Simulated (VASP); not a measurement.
# AlAs (F-43m) in VASP: further runs

Runs on AlAs. Level: PBE. Tasks: single point, relaxation of cell and atoms.

All numbers are computed with VASP 6.6.1; they aren't measurements. Logs are shortened: lines on timing, memory, paths and dates and some standing lists are left out, and cuts for length are marked.

## Step 1: The cell of the first run

The structure is cubic, space group F-43m (No. 216). The conventional cell has a = 5.728 Å, b = 5.728 Å, c = 5.728 Å, α = 90.00°, β = 90.00°, γ = 90.00°. Al (site symmetry -43m) has 4 As at 2.48 Å within 3.3 Å. As (site symmetry -43m) has 4 Al at 2.48 Å within 3.3 Å.

## Step 2: Single point, PBE

INCAR reads:

```
SYSTEM = AlAs
PREC = Accurate
ENCUT = 500
EDIFF = 1E-6
ISMEAR = 0
SIGMA = 0.02
LREAL = .FALSE.
LASPH = .TRUE.
NELM = 120
ALGO = Normal
ISIF = 2
LWAVE = .FALSE.
LCHARG = .TRUE.
GGA = PE
LELF = .TRUE.
LVHAR = .TRUE.
NBANDS = 11
GGA_COMPAT = .FALSE.
```

KPOINTS reads:

```
Automatic mesh
0
G
  8 8 8
  0 0 0
```

POSCAR reads:

```
AlAs
1.0
    0.0000000000      2.8638861228      2.8638861228
    2.8638861228      0.0000000000      2.8638861228
    2.8638861228      2.8638861228      0.0000000000
Al As
1 1
Direct
    0.0000000000      0.0000000000      0.0000000000
    0.2500000000      0.2500000000      0.2500000000
```

Potentials or basis: VASP PAW PBE potentials, release 64 (Al, As).

Launch:

```
$ cat potpaw_PBE.64/Al/POTCAR potpaw_PBE.64/As/POTCAR > POTCAR
$ mpirun -np 1 vasp_std > vasp.out
```

OUTCAR:

```text
SYSTEM = AlAs
   PREC = Accurate
   ENCUT = 500
   EDIFF = 1E-6
   ISMEAR = 0
   LREAL = .FALSE.
   LASPH = .TRUE.
   NELM = 120
   ISIF = 2
   GGA = PE

 ion  position               nearest neighbor table
   1  0.000  0.000  0.000-   2 2.48   2 2.48   2 2.48   2 2.48
   2  0.250  0.250  0.250-   1 2.48   1 2.48   1 2.48   1 2.48

  LATTYP: Found a face centered cubic cell.
 ALAT       =     5.7277722456

  Lattice vectors:

 A1 = (   0.0000000000,   2.8638861228,   2.8638861228)
 A2 = (   2.8638861228,   0.0000000000,   2.8638861228)
 A3 = (   2.8638861228,   2.8638861228,   0.0000000000)

Analysis of symmetry for initial positions (statically):
=====================================================================
 Subroutine PRICEL returns:
 Original cell was already a primitive cell.

 Routine SETGRP: Setting up the symmetry group for a
 face centered cubic supercell.

 Subroutine GETGRP returns: Found 24 space group operations
 (whereof 24 operations were pure point group operations)
 out of a pool of 48 trial point group operations.

The static configuration has the point symmetry T_d .

Analysis of symmetry for dynamics (positions and initial velocities):
=====================================================================
 Subroutine PRICEL returns:
 Original cell was already a primitive cell.

 Routine SETGRP: Setting up the symmetry group for a
 face centered cubic supercell.

 Subroutine GETGRP returns: Found 24 space group operations
 (whereof 24 operations were pure point group operations)
 out of a pool of 48 trial point group operations.

The dynamic configuration has the point symmetry T_d .

 Subroutine INISYM returns: Found 24 space group operations
 (whereof 24 operations are pure point group operations),
 and found     1 'primitive' translations

----------------------------------------------------------------------------------------

                                     Primitive cell

  volume of cell :      46.9783

  direct lattice vectors                    reciprocal lattice vectors
     0.000000000  2.863886123  2.863886123    -0.174587947  0.174587947  0.174587947
     2.863886123  0.000000000  2.863886123     0.174587947 -0.174587947  0.174587947
     2.863886123  2.863886123  0.000000000     0.174587947  0.174587947 -0.174587947

  length of vectors
     4.050146596  4.050146596  4.050146596     0.302395195  0.302395195  0.302395195

  position of ions in fractional coordinates (direct lattice)
     0.000000000  0.000000000  0.000000000
     0.250000000  0.250000000  0.250000000

  ion indices of the primitive-cell ions
   primitive index   ion index
                 1           1
                 2           2

----------------------------------------------------------------------------------------

 KPOINTS: Automatic mesh

Automatic generation of k-mesh.
 Grid dimensions read from file:
 generate k-points for:    8    8    8

 Generating k-lattice:

  Cartesian coordinates                     Fractional coordinates (reciprocal lattice)
    -0.021823493  0.021823493  0.021823493     0.125000000  0.000000000  0.000000000
     0.021823493 -0.021823493  0.021823493     0.000000000  0.125000000  0.000000000
     0.021823493  0.021823493 -0.021823493     0.000000000  0.000000000  0.125000000

  Length of vectors
     0.037799399  0.037799399  0.037799399

  Shift w.r.t. Gamma in fractional coordinates (k-lattice)
     0.000000000  0.000000000  0.000000000

 Subroutine IBZKPT returns following result:
 ===========================================

 Found     29 irreducible k-points:

 Following reciprocal coordinates:
            Coordinates               Weight
  0.000000  0.000000  0.000000      1.000000
  0.125000  0.000000  0.000000      8.000000
  0.250000  0.000000  0.000000      8.000000
  0.375000  0.000000  0.000000      8.000000
  0.500000  0.000000  0.000000      4.000000
  0.125000  0.125000  0.000000      6.000000
[... 16 lines left out ...]
  0.500000  0.250000  0.125000     48.000000
 -0.375000  0.250000  0.125000     24.000000
 [... further k-points ...]
   k-points           NKPTS =     29   k-points in BZ     NKDIM =     29   number of bands    NBANDS=     11
   number of dos      NEDOS =    301   number of ions     NIONS =      2
   total plane-waves  NPLWV =  27000
   dimension x,y,z NGX =    30 NGY =   30 NGZ =   30
   dimension x,y,z NGXF=    60 NGYF=   60 NGZF=   60
   ions per type =               1   1
   NGX,Y,Z   is equivalent  to a cutoff of  12.31, 12.31, 12.31 a.u.
   NGXF,Y,Z  is equivalent  to a cutoff of  24.63, 24.63, 24.63 a.u.
 SYSTEM =  AlAs
   PREC   = accura    normal or accurate (medium, high low for compatibility)
   ISTART =      0    job   : 0-new  1-cont  2-samecut
   ICHARG =      2    charge: 1-file 2-atom 10-const
   ISPIN  =      1    spin polarized calculation?
   LNONCOLLINEAR =      F non collinear calculations
   LSORBIT =      F    spin-orbit coupling
   LASPH  =      T    aspherical Exc in radial PAW
   ENCUT  =  500.0 eV  36.75 Ry    6.06 a.u.   7.38  7.38  7.38*2*pi/ulx,y,z
   NELM   =    120;   NELMIN=  2; NELMDL= -5     # of ELM steps
   EDIFF  = 0.1E-05   stopping-criterion for ELM
   LREAL  =      F    real-space projection
   EDIFFG = 0.1E-04   stopping-criterion for IOM
   NSW    =      0    number of steps for IOM
   IBRION =     -1    ionic relax: 0-MD 1-quasi-New 2-CG
   NFREE  =      0    steps in history (QN), initial steepest desc. (CG)
   ISIF   =      2    stress and relaxation
   ISYM   =      2    0-nonsym 1-usesym 2-fastsym
   POTIM  = 0.5000    time-step for ionic-motion
   TEBEG  =    0.0;   TEEND  =   0.0 temperature during run
   PSTRESS=    0.0 pullay stress
   NELECT =       8.0000    total number of electrons
   NUPDOWN=      -1.0000    fix difference up-down
   EMIN   =  10.00;   EMAX   =-10.00  energy-range for DOS
   EFERMI =   0.00;   METHOD = LEGACY
   ISMEAR =     0;   SIGMA  =   0.02  broadening in eV -4-tet -1-fermi 0-gaus
   EFERMI_NEDOS =   21; number of points for ismear=-14 and -15
   IALGO  =     38    algorithm
   IMIX   =      4    mixing-type and parameters
     AMIX     =   0.40;   BMIX     =  1.00
     AMIX_MAG =   1.60;   BMIX_MAG =  1.00
  volume/ion in A,a.u.               =      23.49       158.51
  Fermi-wavevector in a.u.,A,eV,Ry     =   0.907415  1.714765 11.203054  0.823401
  Thomas-Fermi vector in A             =   2.031219
   LORBIT       =      0    0 simple, 1 ext, 2 COOP (PROOUT), +10 PAW based schemes
   GGA     = PE    functional components
   LHFCALC =     F    Hartree Fock is set to
   AEXX    =    0.0000 exact exchange contribution
   IVDW    =     0    specifies the selected vdW correction
   LEPSILON=     F    determine dielectric tensor
   LRPA    =     F    only Hartree local field effects (RPA)
 non-spin polarized calculation
 Gauss-broadening in eV      SIGMA  =   0.02
  energy-cutoff  :      500.00
  volume of cell :       46.98
 maximum number of plane-waves:      1243
 NGX is ok and might be reduce to    30
   NGX = 15   NGY = 15   NGZ = 15

 number of electron       7.9999999 magnetization

 Free energy of the ion-electron system (eV)
  ---------------------------------------------------
  ext. energy  EPLUGINS =         0.00000000
  ---------------------------------------------------
  free energy    TOTEN  =        -9.38798026 eV

  energy without entropy =       -9.38798026  energy(sigma->0) =       -9.38798026

 E-fermi :   3.6748     XC(G=0):  -8.9048

 val. band max:        3.5943814965   @ k =   0.0000   0.0000   0.0000
 cond. band min:       5.0887101607   @ k =   0.5000   0.5000   0.0000
 fundamental gap:      1.4943286642
 Fermi energy:         3.6747995297

 k-point     1 :       0.0000    0.0000    0.0000
  band No.  band energies     occupation
      1      -8.0766      2.00000
      2       3.5944      2.00000
      3       3.5944      2.00000
      4       3.5944      2.00000
      5       5.3775      0.00000
      6       7.8214      0.00000
      7       7.8214      0.00000
      8       7.8214      0.00000
      9      12.2774      0.00000
     10      12.5368      0.00000
     11      12.5368      0.00000

 k-point     2 :       0.1250    0.0000    0.0000
  band No.  band energies     occupation
      1      -7.9306      2.00000
      2       2.1699      2.00000
      3       3.4388      2.00000
      4       3.4388      2.00000
      5       6.1768      0.00000
      6       8.0945      0.00000
      7       8.0945      0.00000
      8       8.1790      0.00000
      9      11.9547      0.00000
     10      11.9547      0.00000
     11      12.9974      0.00000

 k-point     3 :       0.2500    0.0000    0.0000
  band No.  band energies     occupation
      1      -7.5269      2.00000
      2       0.2701      2.00000
      3       3.1307      2.00000
      4       3.1307      2.00000
      5       6.0624      0.00000
      6       8.4394      0.00000
      7       8.4394      0.00000
      8       9.8417      0.00000
      9      11.8447      0.00000
     10      11.8447      0.00000
     11      12.8855      0.00000

 k-point     4 :       0.3750    0.0000    0.0000
  band No.  band energies     occupation
      1      -7.0093      2.00000
      2      -1.2184      2.00000
      3       2.8837      2.00000
      4       2.8837      2.00000
      5       5.7334      0.00000
      6       8.3529      0.00000
      7       8.3529      0.00000
      8      11.1875      0.00000
      9      13.0878      0.00000
     10      13.0878      0.00000
     11      13.1115      0.00000

 k-point     5 :       0.5000    0.0000    0.0000
  band No.  band energies     occupation
      1      -6.7361      2.00000
      2      -1.8240      2.00000
      3       2.7938      2.00000
      4       2.7938      2.00000
      5       5.6068      0.00000
      6       8.2477      0.00000
      7       8.2477      0.00000
      8      11.2766      0.00000
      9      14.5019      0.00000
     10      14.9921      0.00000
     11      14.9921      0.00000
[... 211 lines left out ...]
 k-point    21 :       0.5000    0.5000    0.0000
  band No.  band energies     occupation
      1      -6.2186      2.00000
      2      -1.7173      2.00000
      3       1.4984      2.00000
      4       1.4984      2.00000
      5       5.0887      0.00000
      6       5.8833      0.00000
      7      13.6560      0.00000
      8      13.6560      0.00000
      9      14.9888      0.00000
     10      15.9546      0.00000
     11      15.9546      0.00000

 k-point    22 :       0.3750    0.2500    0.1250
  band No.  band energies     occupation
      1      -7.1900      2.00000
      2      -0.1166      2.00000
      3       1.7145      2.00000
      4       2.6508      2.00000
      5       7.1491      0.00000
      6       7.6966      0.00000
      7       8.8672      0.00000
      8       9.9912      0.00000
      9      11.6325      0.00000
     10      13.8709      0.00000
     11      15.3780      0.00000

 k-point    23 :       0.5000    0.2500    0.1250
  band No.  band energies     occupation
      1      -6.7258      2.00000
      2      -1.0860      2.00000
      3       1.1432      2.00000
      4       2.2859      2.00000
      5       7.2014      0.00000
      6       7.9802      0.00000
      7       9.2832      0.00000
      8      10.3448      0.00000
      9      12.7642      0.00000
     10      13.9689      0.00000
     11      15.5879      0.00000

 k-point    24 :      -0.3750    0.2500    0.1250
  band No.  band energies     occupation
      1      -6.4887      2.00000
      2      -1.5396      2.00000
      3       0.9923      2.00000
      4       2.1112      2.00000
      5       7.1749      0.00000
      6       7.8053      0.00000
      7      10.1337      0.00000
      8      11.0975      0.00000
      9      11.8136      0.00000
     10      14.4578      0.00000
     11      15.6788      0.00000

 [... further k-points ...]

------------------------ aborting loop because EDIFF is reached ----------------------------------------

  FORCE on cell =-STRESS in cart. coord.  units (eV):
  Direction    XX          YY          ZZ          XY          YZ          ZX
  --------------------------------------------------------------------------------------
  -------------------------------------------------------------------------------------
  Total        0.0527921      0.0527921      0.0527921      0.0000000      0.0000000     -0.0000000
  in kB        1.8004543      1.8004543      1.8004543      0.0000000      0.0000000     -0.0000000
  external PRESSURE =       1.8004543 kB  Pullay stress =       0.0000000 kB

 VOLUME and BASIS-vectors are now :
 -----------------------------------------------------------------------------
  energy-cutoff  :      500.00
  volume of cell :       46.98
      direct lattice vectors                 reciprocal lattice vectors
     0.000000000  2.863886123  2.863886123    -0.174587947  0.174587947  0.174587947
     2.863886123  0.000000000  2.863886123     0.174587947 -0.174587947  0.174587947
     2.863886123  2.863886123  0.000000000     0.174587947  0.174587947 -0.174587947

 POSITION                                       TOTAL-FORCE (eV/Angst)
 -----------------------------------------------------------------------------------
      0.00000      0.00000      0.00000         0.000000     -0.000000     -0.000000
      1.43194      1.43194      1.43194        -0.000000      0.000000      0.000000
 -----------------------------------------------------------------------------------
    total drift:                               -0.000000     -0.000000     -0.000000

  FREE ENERGIE OF THE ION-ELECTRON SYSTEM (eV)
  ---------------------------------------------------
  free  energy   TOTEN  =        -9.3879802634 eV

  energy  without entropy=       -9.3879802634  energy(sigma->0) =       -9.38798026
```

Run time: 15 s. Hardware: 1 thread of Intel Xeon Platinum 8259CL at 2.50GHz (Skylake/Cascade Lake), shared host; peak memory 0.17 GiB.

Results:

| Quantity | Value |
| --- | --- |
| Free energy | -9.3880 eV |
| Pressure | 0.2 GPa |
| Band gap on the k mesh | 1.49 eV (least direct gap 1.78 eV) |

Levels at points of the mesh, in eV from the valence-band top:
| k point | band 2 | band 3 | band 4 | band 5 | band 6 | band 7 |
| --- | --- | --- | --- | --- | --- | --- |
| (0.00, 0.00, 0.00) | 0.00 | 0.00 | 0.00 | 1.78 | 4.23 | 4.23 |
| (0.50, 0.00, 0.00) | -5.42 | -0.80 | -0.80 | 2.01 | 4.65 | 4.65 |
| (0.50, 0.50, 0.00) | -5.31 | -2.10 | -2.10 | 1.49 | 2.29 | 10.06 |

## Step 3: Relaxation of cell and atoms, PBE

This run uses another cell than the first one, of 23.42 Å³/atom.

INCAR reads:

```
PREC = Accurate
ENCUT = 500
EDIFF = 1E-7
ISMEAR = 0
SIGMA = 0.02
LREAL = False
LASPH = True
NELM = 120
ALGO = Normal
ISIF = 3
LWAVE = False
LCHARG = False
GGA = PE
IBRION = 2
NSW = 100
EDIFFG = -0.01
GGA_COMPAT = False
NELMIN = 4
```

KPOINTS reads:

```
Automatic mesh
0
Gamma
  8 8 8
```

POSCAR reads:

```
AlAs
1.0
    0.0000000000      2.8611310151      2.8611310151
    2.8611310151      0.0000000000      2.8611310151
    2.8611310151      2.8611310151      0.0000000000
Al As
1 1
Direct
    0.0000000000      0.0000000000      0.0000000000
    0.2500000000      0.2500000000      0.2500000000
```

Potentials or basis: VASP PAW PBE potentials, release 64 (Al, As).

Launch:

```
$ cat potpaw_PBE.64/Al/POTCAR potpaw_PBE.64/As/POTCAR > POTCAR
$ mpirun -np 1 vasp_std > vasp.out
```

Wall time 24 s (1 thread of Intel Xeon Platinum 8259CL at 2.50GHz (Skylake/Cascade Lake), shared host); peak memory 0.17 GiB.

It converged, with:

```yaml
Free_energy: -9.3880 eV
Relaxed_volume: 23.55 Å³/atom
Relaxed_cell: a = 4.054 Å, b = 4.054 Å, c = 4.054 Å, α = 60.00°, β = 60.00°, γ = 60.00°
Space_group_after_relaxing_to_0.1_Å: F-43m (No. 216)
Energy_gained_by_relaxing: 0.1 meV/atom
Ionic_steps: 3
Pressure_after_relaxing: 0.0 GPa
Band_gap_on_the_k_mesh: 1.50 eV (least direct gap 1.76 eV)
```

The path:
| step | energy change (eV) | largest force (eV/Å) | pressure (GPa) | volume (Å³) |
| --- | --- | --- | --- | --- |
| 1 | 0.0000 | 0.0000 | 0.37 | 46.84 |
| 2 | -0.0002 | 0.0000 | -0.16 | 47.21 |
| 3 | -0.0003 | 0.0000 | 0.00 | 47.10 |

Final structure:
```
Al As
1.0
     0.00000    2.86632    2.86632
     2.86632    0.00000    2.86632
     2.86632    2.86632    0.00000
Al As
1 1
Direct
  0.00000 0.00000 0.00000
  0.25000 0.25000 0.25000
```

Levels at points of the mesh, in eV from the valence-band top:
```
           k point  band 1  band 2  band 3  band 4  band 5  band 6  band 7  band 8
(0.00, 0.00, 0.00)  -11.66    0.00    0.00    0.00    1.76    4.22    4.22    4.22
(0.50, 0.00, 0.00)  -10.32   -5.41   -0.80   -0.80    2.00    4.65    4.65    7.68
(0.50, 0.50, 0.00)   -9.81   -5.30   -2.09   -2.09    1.50    2.29   10.04   10.04
```
